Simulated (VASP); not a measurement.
Input of a VASP 6.6.1 run:

POSCAR

```
NaCl
1.0
    0.0000000000      2.7940632177      2.7940632177
    2.7940632177      0.0000000000      2.7940632177
    2.7940632177      2.7940632177      0.0000000000
Cl Na
1 1
Direct
    0.5000000000      0.5000000000      0.5000000000
    0.0000000000      0.0000000000      0.0000000000
```

INCAR.step1

```
PREC = Accurate
ENCUT = 600
EDIFF = 1E-5
ISMEAR = -1
SIGMA = 0.05
LREAL = F
LASPH = T
NELM = 60
ALGO = Normal
LWAVE = T
LCHARG = F
GGA = PE
NBANDS = 14
```

INCAR.step2

```
PREC = Accurate
ENCUT = 600
EDIFF = 1E-6
ISMEAR = -1
SIGMA = 0.05
LREAL = F
LASPH = T
NELM = 60
ALGO = Normal
ISIF = 3
LWAVE = F
LCHARG = F
GGA = PE
LHFCALC = T
HFSCREEN = 0.2079
PRECFOCK = Normal
IBRION = 2
NSW = 60
EDIFFG = -0.01
ISTART = 1
```

Contents of KPOINTS:

```
Automatic mesh
0
Gamma
  4 4 4
```

Potentials or basis: VASP PAW PBE potentials, release 64 (Cl, Na_pv).

Command:

```sh
$ cat potpaw_PBE.64/Cl/POTCAR potpaw_PBE.64/Na_pv/POTCAR > POTCAR
$ cp INCAR.step1 INCAR
$ mpirun -np 1 vasp_std > vasp.out
$ cp INCAR.step2 INCAR
$ mpirun -np 1 vasp_std > vasp.out
```

(1) Estimate the band gap on the k mesh.

(2) What does it give for the relaxed cell?

(3) Estimate the space group after relaxing (to 0.05 Å).

Answers

(1) 6.45 eV, direct.

(2) a = 3.996 Å, b = 3.996 Å, c = 3.996 Å, α = 60.00°, β = 60.00°, γ = 60.00°.

(3) Fm-3m (No. 225).

Caveat: the k points lie up to 0.48 Å⁻¹ apart in the final cell.
